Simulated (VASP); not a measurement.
**Eu: single point with PBE**

Crystal: Eu.

```
CELL_PARAMETERS angstrom
3.92827 0.00000 0.00000
-1.96414 3.40198 0.00000
0.00000 0.00000 6.29755
ATOMIC_POSITIONS crystal
Eu 0.33333 0.66667 0.75000
Eu 0.66667 0.33333 0.25000
```

This isn't the form of Eu at room conditions, which is bcc.

* Program: VASP 6.6.1
* Task: single point
* Functional: PBE
* Potentials or basis: VASP PAW PBE potentials, release 64 (Eu)
* Cutoff: 520 eV
* k mesh: 12 × 12 × 6
* Occupations: gaussian, width 0.05 eV
* Spin: collinear spin, ferromagnetic start
* Starting moments: [7.0, 7.0] μB
* Dipole correction: no
* Further INCAR settings: ALGO = Normal; EDIFF = 1e-07; NBANDS = 28

```json
{
 "Pressure": "-0.3 GPa",
 "Net moment": "15.16 μB per cell",
 "Site moments": "Eu +6.74 μB",
 "Valence electrons inside the program's atomic spheres": "Eu 14.74"
}
```

Levels at points of the mesh, in eV from the Fermi level:
Spin up:
```
           k point  band 20  band 21  band 22  band 23  band 24  band 25  band 26  band 27  band 28
(0.00, 0.00, 0.00)    -0.40    -0.37    -0.37    -0.33    -0.32     0.66     1.77     1.77     1.90
(0.50, 0.00, 0.00)    -0.37    -0.34    -0.33    -0.33    -0.33    -0.28     0.01     1.29     1.54
(0.00, 0.00, 0.50)    -0.34    -0.34    -0.34    -0.33    -0.33     0.95     0.95     1.70     1.70
(0.50, 0.00, 0.50)    -0.43    -0.34    -0.34    -0.33    -0.33     0.17     0.17     1.30     1.30
```
Spin down:
```csv
k point,band 7,band 8,band 9,band 10,band 11,band 12,band 13,band 14
"(0.00, 0.00, 0.00)",-17.78,-17.77,-3.39,-0.77,1.71,2.83,2.83,2.93
"(0.50, 0.00, 0.00)",-17.91,-17.84,-0.53,-0.07,0.30,1.09,2.31,2.67
"(0.00, 0.00, 0.50)",-17.82,-17.82,-2.11,-2.11,1.89,1.89,2.82,2.82
"(0.50, 0.00, 0.50)",-17.91,-17.91,-0.54,-0.54,1.20,1.20,2.21,2.21
```

Run time: 5.4 min on 1 thread of AMD EPYC 9R45 96-Core Processor (Zen 5), on a shared host, peak memory 0.4 GiB.

Caveat: spin-orbit coupling is left out, which moves the levels of the heavy elements; semilocal functionals describe open f shells poorly, which spoils levels, moments and volumes. The state reached can hang on the start; a lower one may exist.
